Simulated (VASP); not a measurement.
# CuO (P1) in VASP: single point with PBE

Aim: the single point of CuO with PBE.

Everything below comes from runs of VASP 6.6.1. Logs are shortened: lines on timing, memory, paths and dates and some standing lists are left out, and cuts for length are marked.

**1. The cell of the first run**

The typed cell holds 4 atoms: a = 2.883 Å, b = 2.899 Å, c = 5.178 Å, α = 95.58°, β = 94.58°, γ = 73.84°.

**2. Single point, PBE**

The input, POSCAR:

```
CuO
1.0
    2.3055752800     -1.7296126400      0.0728065900
    2.3157556600      1.7435441000      0.0481486400
   -0.7080927800     -0.0389675500      5.1290691300
Cu O
2 2
Direct
    0.0142532200      0.4796454100      0.0604322300
    0.4708797100      0.1540682100      0.4741201700
    0.5692681500      0.2960328600      0.2639427200
    0.4455989200      0.5702535100      0.7015048700
```

The input, INCAR.step1:

```
SYSTEM = CuO
PREC = Accurate
ENCUT = 520
EDIFF = 1E-7
ISMEAR = -1
SIGMA = 0.05
LREAL = .FALSE.
LASPH = .TRUE.
NELM = 60
ALGO = Normal
ISIF = 2
LWAVE = .FALSE.
LCHARG = .TRUE.
LMAXMIX = 4
GGA = PE
NBANDS = 25
```

The input, KPOINTS.step1:

```
regular mesh
0
G
  10 10 5
  0 0 0
```

The input, INCAR.step2:

```
SYSTEM = CuO
PREC = Accurate
ENCUT = 520
EDIFF = 1E-7
ISMEAR = -5
SIGMA = 0.05
LREAL = .FALSE.
LASPH = .TRUE.
NELM = 60
ALGO = Normal
ISIF = 2
LWAVE = .FALSE.
LCHARG = .FALSE.
LMAXMIX = 4
GGA = PE
LORBIT = 11
NEDOS = 2001
ICHARG = 11
```

The input, KPOINTS.step2:

```
regular mesh
0
G
  15 15 8
  0 0 0
```

Potentials or basis: VASP PAW PBE potentials, release 64 (Cu, O).

The run is started by

```bash
> cat potpaw_PBE.64/Cu/POTCAR potpaw_PBE.64/O/POTCAR > POTCAR
> cp INCAR.step1 INCAR
> cp KPOINTS.step1 KPOINTS
> mpirun -np 1 vasp_std > vasp.out
> cp INCAR.step2 INCAR
> cp KPOINTS.step2 KPOINTS
> mpirun -np 1 vasp_std > vasp.out
```

OUTCAR:

```text
SYSTEM = CuO
   PREC = Accurate
   ENCUT = 520
   EDIFF = 1E-7
   ISMEAR = -5
   LREAL = .FALSE.
   LASPH = .TRUE.
   NELM = 60
   ISIF = 2
   GGA = PE
   LORBIT = 11
   ICHARG = 11

 ion  position               nearest neighbor table
   1  0.014  0.480  0.060-   3 1.82   3 1.94   4 2.36   2 2.54
   2  0.471  0.154  0.474-   3 1.28   4 1.59   4 2.17   1 2.54
   3  0.569  0.296  0.264-   2 1.28   1 1.82   1 1.94
   4  0.446  0.570  0.702-   2 1.59   2 2.17   1 2.36

  LATTYP: Found a triclinic cell.
 ALAT       =     2.8831472484
 B/A-ratio  =     3.4975557396
 C/A-ratio  =     1.2046763103
 COS(alpha) =     0.0024017744
 COS(beta)  =     0.5977220526
 COS(gamma) =     0.6909142663

  Lattice vectors:

 A1 = (   2.3055752800,  -1.7296126400,   0.0728065900)
 A2 = (   8.5345691000,  -0.0111046300,   5.3709795900)
 A3 = (  -0.0101803800,  -3.4731567400,   0.0246579500)

Analysis of symmetry for initial positions (statically):
=====================================================================
 Subroutine PRICEL returns:
 Original cell was already a primitive cell.

 Routine SETGRP: Setting up the symmetry group for a
 triclinic supercell.

 Subroutine GETGRP returns: Found  1 space group operations
 (whereof  1 operations were pure point group operations)
 out of a pool of  2 trial point group operations.

The static configuration has the point symmetry C_1 .

Analysis of symmetry for dynamics (positions and initial velocities):
=====================================================================
 Subroutine PRICEL returns:
 Original cell was already a primitive cell.

 Routine SETGRP: Setting up the symmetry group for a
 triclinic supercell.

 Subroutine GETGRP returns: Found  1 space group operations
 (whereof  1 operations were pure point group operations)
 out of a pool of  2 trial point group operations.

The dynamic configuration has the point symmetry C_1 .

 Subroutine INISYM returns: Found  1 space group operations
 (whereof  1 operations are pure point group operations),
 and found     1 'primitive' translations

----------------------------------------------------------------------------------------

                                     Primitive cell

  volume of cell :      41.3086

  direct lattice vectors                    reciprocal lattice vectors
     2.305575280 -1.729612640  0.072806590     0.216532106 -0.288360522  0.027702516
     2.315755660  1.743544100  0.048148640     0.214688209  0.287519154  0.031823141
    -0.708092780 -0.038967550  5.129069130    -0.005089015  0.001394189  0.194275181

  length of vectors
     2.883147248  2.899135836  5.177862879     0.361670254  0.360237426  0.194346823

  position of ions in fractional coordinates (direct lattice)
     0.014253220  0.479645410  0.060432230
     0.470879710  0.154068210  0.474120170
     0.569268150  0.296032860  0.263942720
     0.445598920  0.570253510  0.701504870

  ion indices of the primitive-cell ions
   primitive index   ion index
                 1           1
                 2           2
                 3           3
                 4           4

----------------------------------------------------------------------------------------

 KPOINTS: regular mesh

Automatic generation of k-mesh.
 Grid dimensions read from file:
 generate k-points for:   15   15    8

 Generating k-lattice:

  Cartesian coordinates                     Fractional coordinates (reciprocal lattice)
     0.014435474 -0.019224035  0.001846834     0.066666667  0.000000000 -0.000000000
     0.014312547  0.019167944  0.002121543     0.000000000  0.066666667  0.000000000
    -0.000636127  0.000174274  0.024284398     0.000000000  0.000000000  0.125000000

  Length of vectors
     0.024111350  0.024015828  0.024293353

  Shift w.r.t. Gamma in fractional coordinates (k-lattice)
     0.000000000  0.000000000  0.000000000

 TETIRR: Found   5398 inequivalent tetrahedra from    10800

 Subroutine IBZKPT returns following result:
 ===========================================

 Found    901 irreducible k-points:

 Following reciprocal coordinates:
            Coordinates               Weight
  0.000000  0.000000  0.000000      1.000000
  0.066667 -0.000000  0.000000      2.000000
  0.133333 -0.000000  0.000000      2.000000
  0.200000  0.000000  0.000000      2.000000
  0.266667 -0.000000  0.000000      2.000000
  0.333333  0.000000 -0.000000      2.000000
[... 16 lines left out ...]
 -0.066667  0.066667  0.000000      2.000000
 -0.000000  0.133333  0.000000      2.000000
 [... further k-points ...]
   k-points           NKPTS =    901   k-points in BZ     NKDIM =    901   number of bands    NBANDS=     21
   number of dos      NEDOS =   2001   number of ions     NIONS =      4
   total plane-waves  NPLWV =  23040
   dimension x,y,z NGX =    24 NGY =   24 NGZ =   40
   dimension x,y,z NGXF=    48 NGYF=   48 NGZF=   80
   ions per type =               2   2
   NGX,Y,Z   is equivalent  to a cutoff of  13.84, 13.76, 12.84 a.u.
   NGXF,Y,Z  is equivalent  to a cutoff of  27.68, 27.52, 25.69 a.u.
 SYSTEM =  CuO
   PREC   = accura    normal or accurate (medium, high low for compatibility)
   ISTART =      0    job   : 0-new  1-cont  2-samecut
   ICHARG =     11    charge: 1-file 2-atom 10-const
   ISPIN  =      1    spin polarized calculation?
   LNONCOLLINEAR =      F non collinear calculations
   LSORBIT =      F    spin-orbit coupling
   LASPH  =      T    aspherical Exc in radial PAW
   ENCUT  =  520.0 eV  38.22 Ry    6.18 a.u.   5.36  5.39  9.63*2*pi/ulx,y,z
   NELM   =     60;   NELMIN=  2; NELMDL=  0     # of ELM steps
   EDIFF  = 0.1E-06   stopping-criterion for ELM
   LREAL  =      F    real-space projection
   EDIFFG = 0.1E-05   stopping-criterion for IOM
   NSW    =      0    number of steps for IOM
   IBRION =     -1    ionic relax: 0-MD 1-quasi-New 2-CG
   NFREE  =      0    steps in history (QN), initial steepest desc. (CG)
   ISIF   =      2    stress and relaxation
   ISYM   =      2    0-nonsym 1-usesym 2-fastsym
   POTIM  = 0.5000    time-step for ionic-motion
   TEBEG  =    0.0;   TEEND  =   0.0 temperature during run
   PSTRESS=    0.0 pullay stress
   NELECT =      34.0000    total number of electrons
   NUPDOWN=      -1.0000    fix difference up-down
   EMIN   =  10.00;   EMAX   =-10.00  energy-range for DOS
   EFERMI =   0.00;   METHOD = LEGACY
   ISMEAR =    -5;   SIGMA  =   0.05  broadening in eV -4-tet -1-fermi 0-gaus
   EFERMI_NEDOS =   21; number of points for ismear=-14 and -15
   IALGO  =     38    algorithm
   IMIX   =      4    mixing-type and parameters
     AMIX     =   0.40;   BMIX     =  1.00
     AMIX_MAG =   1.60;   BMIX_MAG =  1.00
  volume/ion in A,a.u.               =      10.33        69.69
  Fermi-wavevector in a.u.,A,eV,Ry     =   1.534220  2.899256 32.025825  2.353832
  Thomas-Fermi vector in A             =   2.641178
   LORBIT       =     11    0 simple, 1 ext, 2 COOP (PROOUT), +10 PAW based schemes
   GGA     = PE    functional components
   LHFCALC =     F    Hartree Fock is set to
   AEXX    =    0.0000 exact exchange contribution
   IVDW    =     0    specifies the selected vdW correction
   LEPSILON=     F    determine dielectric tensor
   LRPA    =     F    only Hartree local field effects (RPA)
 non-spin polarized calculation
 Fermi weights with tetrahedron method with Bloechl corrections
  energy-cutoff  :      520.00
  volume of cell :       41.31
 maximum number of plane-waves:      1140
 NGX is ok and might be reduce to    24

 number of electron      33.9999990 magnetization

 Free energy of the ion-electron system (eV)
  ---------------------------------------------------
  ext. energy  EPLUGINS =         0.00000000
  ---------------------------------------------------
  free energy    TOTEN  =       -10.02903789 eV

  energy without entropy =      -10.02903789  energy(sigma->0) =      -10.02903789

 E-fermi :   6.0020     XC(G=0): -11.6521

 val. band max:        6.0490938108   @ k =  -0.2000  -0.0000   0.2500
 cond. band min:       5.9580630678   @ k =  -0.2000   0.0667   0.3750
 fundamental gap:     -0.0910307431
 Fermi energy:         6.0019999591

 k-point     1 :       0.0000    0.0000    0.0000
  band No.  band energies     occupation
      1     -16.5972      2.00000
      2     -13.0303      2.00000
      3      -4.2809      2.00000
      4      -3.3469      2.00000
      5      -2.9204      2.00000
      6      -1.0246      2.00000
[... 13 lines left out ...]
     20      12.2391      0.00000
     21      12.5776      0.00000

 k-point     2 :       0.0667   -0.0000    0.0000
  band No.  band energies     occupation
      1     -16.5805      2.00000
      2     -13.0137      2.00000
      3      -4.2676      2.00000
      4      -3.3495      2.00000
      5      -2.9576      2.00000
      6      -1.0130      2.00000
[... 13 lines left out ...]
     20      12.2028      0.00000
     21      12.7188      0.00000

 k-point     3 :       0.1333   -0.0000    0.0000
  band No.  band energies     occupation
      1     -16.5327      2.00000
      2     -12.9660      2.00000
      3      -4.2322      2.00000
      4      -3.3656      2.00000
      5      -3.0551      2.00000
      6      -0.9771      2.00000
[... 13 lines left out ...]
     20      12.0759      0.00000
     21      13.1184      0.00000

 k-point     4 :       0.2000    0.0000    0.0000
  band No.  band energies     occupation
      1     -16.4616      2.00000
      2     -12.8940      2.00000
      3      -4.1876      2.00000
      4      -3.4321      2.00000
      5      -3.1562      2.00000
      6      -0.9171      2.00000
[... 13 lines left out ...]
     20      11.8326      0.00000
     21      13.7040      0.00000

 k-point     5 :       0.2667   -0.0000    0.0000
  band No.  band energies     occupation
      1     -16.3785      2.00000
      2     -12.8085      2.00000
      3      -4.1535      2.00000
      4      -3.5749      2.00000
      5      -3.1986      2.00000
      6      -0.8380      2.00000
[... 13 lines left out ...]
     20      11.4649      0.00000
     21      14.3831      0.00000

 k-point     6 :       0.3333    0.0000   -0.0000
  band No.  band energies     occupation
      1     -16.2975      2.00000
      2     -12.7237      2.00000
      3      -4.1542      2.00000
      4      -3.7204      2.00000
      5      -3.2052      2.00000
      6      -0.7499      2.00000
[... 13 lines left out ...]
     20      11.0447      0.00000
     21      14.1917      0.00000

 k-point     7 :       0.4000    0.0000   -0.0000
  band No.  band energies     occupation
      1     -16.2332      2.00000
      2     -12.6551      2.00000
      3      -4.1992      2.00000
      4      -3.8024      2.00000
      5      -3.2030      2.00000
      6      -0.6628      2.00000
[... 13 lines left out ...]
     20      10.9048      0.00000
     21      13.2624      0.00000
[... 291 lines left out ...]
      1     -16.3492      2.00000
      2     -12.7812      2.00000
      3      -4.1441      2.00000
      4      -3.5996      2.00000
      5      -3.2321      2.00000
      6      -0.8120      2.00000
[... 13 lines left out ...]
     20      11.4372      0.00000
     21      14.6081      0.00000

 k-point    21 :      -0.2000    0.0667   -0.0000
  band No.  band energies     occupation
      1     -16.4318      2.00000
      2     -12.8669      2.00000
      3      -4.1735      2.00000
      4      -3.4565      2.00000
      5      -3.1963      2.00000
      6      -0.8967      2.00000
[... 13 lines left out ...]
     20      11.7977      0.00000
     21      13.9835      0.00000

 k-point    22 :      -0.1333    0.0667   -0.0000
  band No.  band energies     occupation
      1     -16.5051      2.00000
      2     -12.9417      2.00000
      3      -4.2160      2.00000
      4      -3.3834      2.00000
      5      -3.0949      2.00000
      6      -0.9620      2.00000
[... 13 lines left out ...]
     20      12.0506      0.00000
     21      13.3866      0.00000

 k-point    23 :      -0.0667    0.0667    0.0000
  band No.  band energies     occupation
      1     -16.5574      2.00000
      2     -12.9942      2.00000
      3      -4.2525      2.00000
      4      -3.3604      2.00000
      5      -2.9850      2.00000
      6      -1.0021      2.00000
[... 13 lines left out ...]
     20      12.1983      0.00000
     21      12.9358      0.00000

 k-point    24 :      -0.0000    0.1333    0.0000
  band No.  band energies     occupation
      1     -16.5321      2.00000
      2     -12.9780      2.00000
      3      -4.2384      2.00000
      4      -3.3637      2.00000
      5      -2.9474      2.00000
      6      -0.9845      2.00000
[... 13 lines left out ...]
     20      12.3174      0.00000
     21      13.0951      0.00000

 [... further k-points ...]

------------------------ aborting loop because EDIFF is reached ----------------------------------------

  FORCE on cell =-STRESS in cart. coord.  units (eV):
  Direction    XX          YY          ZZ          XY          YZ          ZX
  --------------------------------------------------------------------------------------
  -------------------------------------------------------------------------------------
  Total       21.5270305      7.4306782     44.0406082      2.5655870      0.7456788    -18.3863872
  in kB      834.9383534    288.2031617   1708.1405096     99.5077782     28.9215862   -713.1266831
  external PRESSURE =     943.7606749 kB  Pullay stress =       0.0000000 kB

 VOLUME and BASIS-vectors are now :
 -----------------------------------------------------------------------------
  energy-cutoff  :      520.00
  volume of cell :       41.31
      direct lattice vectors                 reciprocal lattice vectors
     2.305575280 -1.729612640  0.072806590     0.216532106 -0.288360522  0.027702516
     2.315755660  1.743544100  0.048148640     0.214688209  0.287519154  0.031823141
    -0.708092780 -0.038967550  5.129069130    -0.005089015  0.001394189  0.194275181

 POSITION                                       TOTAL-FORCE (eV/Angst)
 -----------------------------------------------------------------------------------
      1.10081      0.80928      0.33409         0.049558      1.262624     -3.464675
      1.10671     -0.56429      2.47350       -25.116116     -6.889564     29.876103
      1.81113     -0.47875      1.40948        21.624648      2.001474    -32.824972
      1.85120      0.19621      3.65797         3.441910      3.625466      6.413543
 -----------------------------------------------------------------------------------
    total drift:                                0.005266     -0.000555     -0.004059

  FREE ENERGIE OF THE ION-ELECTRON SYSTEM (eV)
  ---------------------------------------------------
  free  energy   TOTEN  =       -10.0290378944 eV

  energy  without entropy=      -10.0290378944  energy(sigma->0) =      -10.02903789

 total charge

# of ion       s       p       d       tot
------------------------------------------
    1        0.344   0.321   9.257   9.922
    2        0.817   1.096   9.512  11.425
    3        1.631   3.674   0.000   5.305
    4        1.589   3.387   0.000   4.976
--------------------------------------------------
tot          4.382   8.479  18.769  31.629
```

Wall time 5 min (1 thread of Intel Xeon 6975P-C (Granite Rapids), shared host); peak memory 0.71 GiB.

What came out:

| Item | Value |
| --- | --- |
| Valence electrons inside the program's atomic spheres | Cu 9.92, 11.43; O 5.30, 4.98 |

Levels at points of the mesh, in eV from the Fermi level:
```
           k point  band 13  band 14  band 15  band 16  band 17  band 18  band 19  band 20  band 21
(0.00, 0.00, 0.00)    -2.31    -2.02    -1.74    -0.34     0.15     0.27     1.40     6.24     6.58
(0.00, 0.00, 0.50)    -2.33    -2.21    -1.33    -0.76    -0.15     0.26     2.59     3.59    10.22
```

Caveat: atoms lie so close that the PAW spheres overlap strongly, which falsifies energies and pressures; semilocal functionals often make such compounds metallic where correlation or magnetic order opens a gap, which also shifts bond lengths; tetrahedron occupations give inexact forces and stress in metals.
